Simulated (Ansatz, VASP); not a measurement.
# One calculation of CdTe, two programs

```
Te Cd
1.0
     0.00000    3.20500    3.20500
     3.20500    0.00000    3.20500
     3.20500    3.20500    0.00000
Te Cd
1 1
Direct
  0.75000 0.75000 0.75000
  0.00000 0.00000 0.00000
```

Alike in both runs: functional b88 exchange, pbe correlation; k mesh 7 × 7 × 7; occupations fermi-dirac, width 0.05 eV; no spin polarisation.

```csv
,VASP,Ansatz
version,VASP 6.6.1,Ansatz 0.2.0
potentials or method,"VASP PAW PBE potentials, release 64 (Te, Cd)",Ansatz PAW
plane-wave cutoff (eV),500,420
valence electrons in the cell,18,36
task,single point,band structure
```

Ansatz gave:

* gap on the k mesh at the Fermi level (eV): 0.87
* least direct gap on the mesh (eV): 0.87
* pressure (GPa): 4.1

**Question.** What did VASP give for the same quantities?

**Answer.** gap on the k mesh at the Fermi level (eV): 0.87; least direct gap on the mesh (eV): 0.87; pressure (GPa): 4.3.

VASP's potentials were made for PBE, not for b88 exchange, pbe correlation. VASP's potentials hold 18 valence electrons a cell and Ansatz's 36, so a difference there can come from the potentials and not from the codes.

Neither program's run includes spin-orbit coupling.
